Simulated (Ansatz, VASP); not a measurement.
**Si in VASP and in Ansatz**

Contents of INCAR:

```
PREC = Accurate ; ENCUT = 520
EDIFF = 1E-8 ; ISMEAR = -1
SIGMA = 0.05 ; LREAL = False
LASPH = True ; NELM = 60
ALGO = Normal ; ISIF = 2
LWAVE = False ; LCHARG = False
GGA = PE ; LEFG = True
NBANDS = 11
```

File KPOINTS:

```
Automatic mesh
0
Gamma
  13 13 13
```

Contents of POSCAR:

```
Si
1.0
    0.0000000000      2.6947927733      2.8169634435
    2.6947927733      0.0000000000      2.8169634435
    2.6947927733      2.6947927733      0.0000000000
Si
2
Direct
    0.0000000000      0.0000000000      0.0000000000
    0.2500000000      0.2500000000      0.2500000000
```

Input for Ansatz:

```yaml
crystal:
  lattice:
    - [0.0, 2.6947927733, 2.8169634435]
    - [2.6947927733, 0.0, 2.8169634435]
    - [2.6947927733, 2.6947927733, 0.0]
  atoms:
    - { symbol: Si, position: [0.0, 0.0, 0.0] }
    - { symbol: Si, position: [0.25, 0.25, 0.25] }
kpoints:
  mp_grid: { grid: [13, 13, 13] }
scf:
  occupations: { method: fermi_dirac, width: 0.05 }
hamiltonian:
  xc: pbe
  pseudopotentials: { kind: all_electron, datasets: crystal }
output:
  forces: true
  stress: true
  eigenvalues: true
  efg: { contact_densities: true }
```

Change from the starting cell: z stretched by +3 % at fixed volume, crystal datasets.

Alike in both runs: task electric field gradients; functional PBE; k mesh 13 × 13 × 13; occupations fermi-dirac, width 0.05 eV; no spin polarisation.

```csv
,VASP,Ansatz
version,VASP 6.6.1,Ansatz 0.2.0
potentials or method,"VASP PAW PBE potentials, release 64 (Si), cutoff 520 eV","all-electron PAW with datasets made for the crystal, scalar-relativistic"
```

```csv
,VASP,Ansatz,Ansatz less VASP
pressure (GPa),-0.1,-0.1,+0.05
"traceless stress, the component that is largest in VASP (GPa)",-3.05,-3.05,+0.006
size of Vzz on the site where it differs most (V/Å²),0.2,0.2,+0.02
```

Ansatz ran all-electron here, and VASP with PAW potentials.
